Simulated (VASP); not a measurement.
# SiGe (P6_3mc) in VASP: further runs

Runs on SiGe. Level: PBEsol. Tasks: single point.

All numbers are computed with VASP 6.6.1; they aren't measurements. Logs are shortened: lines on timing, memory, paths and dates and some standing lists are left out, and cuts for length are marked.

## 1. The cell of the first run

It takes space group P6_3mc (No. 186, hexagonal). Conventional cell: a = 3.901 Å, b = 3.901 Å, c = 5.477 Å, α = 90.00°, β = 90.00°, γ = 120.00°. Si (site symmetry 3m) has 4 Ge at 2.05 to 2.36 Å within 2.7 Å. Within 2.7 Å of Ge (site symmetry 3m) lie 4 Si at 2.05 to 2.36 Å.

## 2. Single point, PBEsol (strain -0.1500 x Voigt [0, 0, 1, 0, 0, 0])

INCAR reads:

```
PREC     = Accurate       # precision mode
ENCUT    = 520            # plane-wave cutoff, eV
EDIFF    = 1E-6           # SCF threshold, eV
ISMEAR   = 0              # smearing method
SIGMA    = 0.03           # smearing width, eV
LREAL    = F              # projectors in reciprocal space
LASPH    = T              # aspherical terms in the spheres
NELM     = 80             # most SCF steps
ALGO     = Normal         # electronic algorithm
ISIF     = 2              # what is computed and relaxed
LWAVE    = F              # write WAVECAR
LCHARG   = F              # write CHGCAR
GGA      = PS             # functional
NBANDS   = 26             # bands
```

KPOINTS reads:

```
regular mesh
0
Gamma
  12 12 6
```

POSCAR reads:

```
SiGe
1.0
    3.9005968931      0.0000000000      0.0000000000
   -1.9502984466      3.3780159994      0.0000000000
    0.0000000000      0.0000000000      5.4768838563
Si Ge
2 2
Direct
    0.6666666667      0.3333333333      0.8745463420
    0.3333333333      0.6666666667      0.3745463420
    0.6666666667      0.3333333333      0.5004526580
    0.3333333333      0.6666666667      0.0004526580
```

Potentials or basis: VASP PAW PBE potentials, release 64 (Si, Ge_d).

On the command line:

```
cat potpaw_PBE.64/Si/POTCAR potpaw_PBE.64/Ge_d/POTCAR > POTCAR
mpirun -np 1 vasp_std > vasp.out
```

OUTCAR:

```text
PREC = Accurate
   ENCUT = 520
   EDIFF = 1E-6
   ISMEAR = 0
   LREAL = F
   LASPH = T
   NELM = 80
   ISIF = 2
   GGA = PS

 ion  position               nearest neighbor table
   1  0.667  0.333  0.875-   3 2.05   4 2.36   4 2.36   4 2.36
   2  0.333  0.667  0.375-   4 2.05   3 2.36   3 2.36   3 2.36
   3  0.667  0.333  0.500-   1 2.05   2 2.36   2 2.36   2 2.36
   4  0.333  0.667  0.000-   2 2.05   1 2.36   1 2.36   1 2.36

  LATTYP: Found a hexagonal cell.
 ALAT       =     3.9005968931
 C/A-ratio  =     1.4041142949

  Lattice vectors:

 A1 = (   3.9005968931,   0.0000000000,   0.0000000000)
 A2 = (  -1.9502984466,   3.3780159994,   0.0000000000)
 A3 = (   0.0000000000,   0.0000000000,   5.4768838563)

Analysis of symmetry for initial positions (statically):
=====================================================================
 Subroutine PRICEL returns:
 Original cell was already a primitive cell.

 Routine SETGRP: Setting up the symmetry group for a
 hexagonal supercell.

 Subroutine GETGRP returns: Found 12 space group operations
 (whereof  6 operations were pure point group operations)
 out of a pool of 24 trial point group operations.

The static configuration has the point symmetry C_3v.
 The point group associated with its full space group is C_6v.

Analysis of symmetry for dynamics (positions and initial velocities):
=====================================================================
 Subroutine PRICEL returns:
 Original cell was already a primitive cell.

 Routine SETGRP: Setting up the symmetry group for a
 hexagonal supercell.

 Subroutine GETGRP returns: Found 12 space group operations
 (whereof  6 operations were pure point group operations)
 out of a pool of 24 trial point group operations.

The dynamic configuration has the point symmetry C_3v.
 The point group associated with its full space group is C_6v.

 Subroutine INISYM returns: Found 12 space group operations
 (whereof  6 operations are pure point group operations),
 and found     1 'primitive' translations

----------------------------------------------------------------------------------------

                                     Primitive cell

  volume of cell :      72.1649

  direct lattice vectors                    reciprocal lattice vectors
     3.900596893  0.000000000  0.000000000     0.256371019  0.148015877  0.000000000
    -1.950298447  3.378015999  0.000000000     0.000000000  0.296031754  0.000000000
[... 83 lines left out ...]
   ISPIN  =      1    spin polarized calculation?
   LNONCOLLINEAR =      F non collinear calculations
   LSORBIT =      F    spin-orbit coupling
   LASPH  =      T    aspherical Exc in radial PAW
   ENCUT  =  520.0 eV  38.22 Ry    6.18 a.u.   7.25  7.25 10.18*2*pi/ulx,y,z
   NELM   =     80;   NELMIN=  2; NELMDL= -5     # of ELM steps
   EDIFF  = 0.1E-05   stopping-criterion for ELM
   LREAL  =      F    real-space projection
   EDIFFG = 0.1E-04   stopping-criterion for IOM
   NSW    =      0    number of steps for IOM
   IBRION =     -1    ionic relax: 0-MD 1-quasi-New 2-CG
   NFREE  =      0    steps in history (QN), initial steepest desc. (CG)
   ISIF   =      2    stress and relaxation
   ISYM   =      2    0-nonsym 1-usesym 2-fastsym
   POTIM  = 0.5000    time-step for ionic-motion
   TEBEG  =    0.0;   TEEND  =   0.0 temperature during run
   PSTRESS=    0.0 pullay stress
   NELECT =      36.0000    total number of electrons
   NUPDOWN=      -1.0000    fix difference up-down
   EMIN   =  10.00;   EMAX   =-10.00  energy-range for DOS
   EFERMI =   0.00;   METHOD = LEGACY
   ISMEAR =     0;   SIGMA  =   0.03  broadening in eV -4-tet -1-fermi 0-gaus
   EFERMI_NEDOS =   21; number of points for ismear=-14 and -15
   IALGO  =     38    algorithm
   IMIX   =      4    mixing-type and parameters
     AMIX     =   0.40;   BMIX     =  1.00
     AMIX_MAG =   1.60;   BMIX_MAG =  1.00
  volume/ion in A,a.u.               =      18.04       121.75
  Fermi-wavevector in a.u.,A,eV,Ry     =   1.298375  2.453573 22.936406  1.685778
  Thomas-Fermi vector in A             =   2.429708
   LORBIT       =      0    0 simple, 1 ext, 2 COOP (PROOUT), +10 PAW based schemes
   GGA     = PS    functional components
   LHFCALC =     F    Hartree Fock is set to
   AEXX    =    0.0000 exact exchange contribution
   IVDW    =     0    specifies the selected vdW correction
   LEPSILON=     F    determine dielectric tensor
   LRPA    =     F    only Hartree local field effects (RPA)
 non-spin polarized calculation
 Gauss-broadening in eV      SIGMA  =   0.03
  energy-cutoff  :      520.00
  volume of cell :       72.16
 maximum number of plane-waves:      1971
 NGX is ok and might be reduce to    30
   NGX = 15   NGY = 15   NGZ = 21

 number of electron      36.0000017 magnetization

 Free energy of the ion-electron system (eV)
  ---------------------------------------------------
  ext. energy  EPLUGINS =         0.00000000
  ---------------------------------------------------
  free energy    TOTEN  =       -19.12649769 eV

  energy without entropy =      -19.12640254  energy(sigma->0) =      -19.12645011

 E-fermi :   6.9517     XC(G=0): -10.5874

 val. band max:        6.9471563324   @ k =   0.0000   0.0000   0.0000
 cond. band min:       6.9750956012   @ k =   0.0000   0.0000   0.3333
 fundamental gap:      0.0279392687
 Fermi energy:         6.9516852190

 k-point     1 :       0.0000    0.0000    0.0000
  band No.  band energies     occupation
      1     -17.4916      2.00000
      2     -17.4824      2.00000
      3     -17.4231      2.00000
      4     -17.4231      2.00000
      5     -17.4081      2.00000
      6     -17.4081      2.00000
[... 685 lines left out ...]
     25      14.0369      0.00000
     26      15.2348      0.00000

 [... further k-points ...]
[... 5 lines left out ...]
  --------------------------------------------------------------------------------------
  -------------------------------------------------------------------------------------
  Total        1.3205436      1.3205436     30.1084805     -0.0000000      0.0000000     -0.0000000
  in kB       29.3181816     29.3181816    668.4564475     -0.0000000      0.0000000     -0.0000000
  external PRESSURE =     242.3642702 kB  Pullay stress =       0.0000000 kB

 VOLUME and BASIS-vectors are now :
 -----------------------------------------------------------------------------
  energy-cutoff  :      520.00
  volume of cell :       72.16
      direct lattice vectors                 reciprocal lattice vectors
     3.900596893  0.000000000  0.000000000     0.256371019  0.148015877  0.000000000
    -1.950298447  3.378015999  0.000000000     0.000000000  0.296031754  0.000000000
     0.000000000  0.000000000  5.476883856     0.000000000  0.000000000  0.182585577

 POSITION                                       TOTAL-FORCE (eV/Angst)
 -----------------------------------------------------------------------------------
      1.95030      1.12601      4.78979        -0.000000      0.000000      4.354419
     -0.00000      2.25201      2.05135         0.000000      0.000000      4.354419
      1.95030      1.12601      2.74092         0.000000     -0.000000     -4.354419
     -0.00000      2.25201      0.00248         0.000000      0.000000     -4.354419
 -----------------------------------------------------------------------------------
    total drift:                               -0.000000     -0.000000     -0.004622

  FREE ENERGIE OF THE ION-ELECTRON SYSTEM (eV)
  ---------------------------------------------------
  free  energy   TOTEN  =       -19.1264976924 eV

  energy  without entropy=      -19.1264025351  energy(sigma->0) =      -19.12645011
```

OSZICAR:

```text
N       E                     dE             d eps       ncg     rms          rms(c)
DAV:   1     0.270431544016E+03    0.27043E+03   -0.17659E+04  4634   0.319E+03
DAV:   2     0.233107288867E+02   -0.24712E+03   -0.23774E+03  4000   0.655E+02
DAV:   3    -0.182052914082E+02   -0.41516E+02   -0.40903E+02  4666   0.155E+02
DAV:   4    -0.198269561546E+02   -0.16217E+01   -0.16176E+01  4816   0.346E+01
DAV:   5    -0.198595842039E+02   -0.32628E-01   -0.32620E-01  4906   0.544E+00    0.758E+00
DAV:   6    -0.193242944961E+02    0.53529E+00   -0.27472E-01  4874   0.302E+00    0.438E+00
DAV:   7    -0.191256467861E+02    0.19865E+00   -0.51297E-01  5024   0.403E+00    0.476E-01
DAV:   8    -0.191261056699E+02   -0.45888E-03   -0.65140E-02  4486   0.170E+00    0.348E-01
DAV:   9    -0.191268237207E+02   -0.71805E-03   -0.35534E-03  4956   0.472E-01    0.182E-01
DAV:  10    -0.191264715888E+02    0.35213E-03   -0.17339E-03  4668   0.334E-01    0.727E-02
DAV:  11    -0.191264973464E+02   -0.25758E-04   -0.32927E-04  4564   0.134E-01    0.363E-02
DAV:  12    -0.191264976924E+02   -0.34592E-06   -0.63589E-06  4370   0.188E-02
   1 F= -.19126498E+02 E0= -.19126450E+02  d E =-.951573E-04
```

It took 58 s on 1 thread of Intel Xeon Platinum 8559C (Emerald Rapids), shared host; peak memory 0.24 GiB.

What came out:

```
Free energy            : -19.1265 eV
Pressure               : 24.2 GPa
Largest force          : 4.354 eV/Å
Band gap on the k mesh : zero (band 18 reaches 7.49 eV, above the bottom of band 19 at 6.56 eV)
```

Forces on the atoms (eV/Å):
```
Si   0.000  0.000  4.354
Si   0.000  0.000  4.354
Ge   0.000  0.000 -4.354
Ge   0.000  0.000 -4.354
```

Stress tensor (GPa, compression positive):
```
 2.93  0.00  0.00
 0.00  2.93  0.00
 0.00  0.00 66.85
```

Caveat: the cell differs from its parent crystal (strain -0.1500 x Voigt [0, 0, 1, 0, 0, 0]); the PAW data sets were made with another functional, which shifts forces and pressure a little.

## 3. Single point, PBEsol (strain -0.1125 x Voigt [0, 0, 1, 0, 0, 0])

INCAR reads:

```
SYSTEM = SiGe
ALGO     = Normal         ! electronic algorithm
EDIFF    = 1E-6           ! SCF threshold, eV
ENCUT    = 520            ! plane-wave cutoff, eV
GGA      = PS             ! functional
ISIF     = 2              ! what is computed and relaxed
ISMEAR   = 0              ! smearing method
LASPH    = .TRUE.         ! aspherical terms in the spheres
LCHARG   = .FALSE.        ! write CHGCAR
LREAL    = .FALSE.        ! projectors in reciprocal space
LWAVE    = .FALSE.        ! write WAVECAR
NBANDS   = 26             ! bands
NELM     = 100            ! most SCF steps
PREC     = Accurate       ! precision mode
SIGMA    = 0.03           ! smearing width, eV
```

KPOINTS reads:

```
k-points
0
G
  12 12 6
  0 0 0
```

Edit POSCAR of step 2 so:

```diff
@@ -4,3 +4,3 @@
    -1.9502984466      3.3780159994      0.0000000000
-    0.0000000000      0.0000000000      5.4768838563
+    0.0000000000      0.0000000000      5.7185110852
 Si Ge
```

Potentials or basis: VASP PAW PBE potentials, release 64 (Si, Ge_d).

On the command line:

```
cat potpaw_PBE.64/Si/POTCAR potpaw_PBE.64/Ge_d/POTCAR > POTCAR
mpirun -np 1 vasp_std > vasp.out
```

Run time: 73 s. Hardware: 1 thread of Intel Xeon Platinum 8559C (Emerald Rapids), shared host; peak memory 0.26 GiB.

The run converged. Its results:

```yaml
Free_energy: -20.2018 eV
Pressure: 15.4 GPa
Largest_force: 2.520 eV/Å
Band_gap_on_the_k_mesh: zero (band 18 reaches 6.94 eV, above the bottom of band 19 at 6.39 eV)
```

Forces in eV/Å, atoms in the order of the input:
```
Si   0.000  0.000  2.520
Si   0.000  0.000  2.520
Ge   0.000  0.000 -2.520
Ge   0.000  0.000 -2.520
```

Stress tensor (GPa, compression positive):
```
 1.94  0.00  0.00
 0.00  1.94  0.00
 0.00  0.00 42.26
```

Levels at points of the mesh, in eV from the Fermi level:
| k point | band 14 | band 15 | band 16 | band 17 | band 18 | band 19 | band 20 | band 21 | band 22 | band 23 |
| --- | --- | --- | --- | --- | --- | --- | --- | --- | --- | --- |
| (0.00, 0.00, 0.00) | -2.18 | -2.18 | -0.27 | 0.01 | 0.42 | 0.42 | 1.58 | 1.58 | 2.99 | 4.89 |
| (0.50, 0.00, 0.00) | -5.81 | -5.26 | -3.76 | -3.37 | -1.07 | -0.12 | 2.78 | 3.06 | 3.68 | 6.99 |
| (0.00, 0.00, 0.50) | -3.96 | -1.27 | -1.27 | -1.27 | -1.27 | 1.00 | 1.00 | 3.04 | 3.04 | 3.04 |
| (0.50, 0.00, 0.50) | -7.80 | -2.79 | -2.79 | -2.08 | -2.08 | 0.91 | 0.91 | 2.66 | 2.66 | 6.58 |

Caveat: the cell differs from its parent crystal (strain -0.1125 x Voigt [0, 0, 1, 0, 0, 0]); the PAW data sets were made with another functional, which shifts forces and pressure a little.

(Continued in part 2 of 2.)
